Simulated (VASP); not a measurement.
Wanted: the native input for a VASP 6.6.1 run.

```yaml
Task: single point
Functional: r2SCAN
Potentials_or_basis: VASP PAW PBE potentials, release 64 (K_sv, F)
Cutoff: 520 eV
k_mesh: 8 × 8 × 8
Occupations: fermi-dirac, width 0.02 eV
Spin: no spin polarisation
Dipole_correction: no
Further_INCAR_settings: ALGO = Normal; EDIFF = 1e-06; NBANDS = 15
```

Crystal: KF.

```
K F
1.0
     3.17887    0.00000    0.00000
     0.00000    3.17887    0.00000
     0.00000    0.00000    3.17887
K F
1 1
Direct
  0.00000 0.00000 0.00000
  0.50000 0.50000 0.50000
```

These files were run (other wordings do the same):

POSCAR

```
KF
1.0
    3.1788706666      0.0000000000      0.0000000000
    0.0000000000      3.1788706666      0.0000000000
    0.0000000000      0.0000000000      3.1788706666
K F
1 1
Direct
    0.0000000000      0.0000000000      0.0000000000
    0.5000000000      0.5000000000      0.5000000000
```

INCAR.step1

```
SYSTEM = KF
PREC = Accurate
ENCUT = 520
ISMEAR = -1
SIGMA = 0.02
LREAL = .False.
LASPH = .True.
NELM = 100
NBANDS = 15
GGA = PE
ALGO = Normal
EDIFF = 1E-4
LWAVE = .True.
LCHARG = .False.
```

INCAR.step2

```
SYSTEM = KF
PREC = Accurate
ENCUT = 520
EDIFF = 1E-6
ISMEAR = -1
SIGMA = 0.02
LREAL = .False.
LASPH = .True.
NELM = 100
ALGO = Normal
ISIF = 2
LWAVE = .False.
LCHARG = .False.
METAGGA = R2SCAN
LMIXTAU = .True.
NBANDS = 15
ISTART = 1
```

KPOINTS

```
Automatic mesh
0
Gamma
  8 8 8
  0 0 0
```

Potentials or basis: VASP PAW PBE potentials, release 64 (K_sv, F).

Launch:

```console
$ cat potpaw_PBE.64/K_sv/POTCAR potpaw_PBE.64/F/POTCAR > POTCAR
$ cp INCAR.step1 INCAR
$ mpirun -np 1 vasp_std > vasp.out
$ cp INCAR.step2 INCAR
$ mpirun -np 1 vasp_std > vasp.out
```

Results of the run:

| Quantity | Value |
| --- | --- |
| Pressure | 0.0 GPa |
| Band gap on the k mesh | 7.73 eV, indirect (least direct gap 7.76 eV) |

Caveat: the PAW data sets were made with another functional, which shifts forces and pressure a little.

Wall time 22 s on 1 thread of Intel(R) Xeon(R) 6975P-C (Granite Rapids) (shared host), peak memory 0.15 GiB.
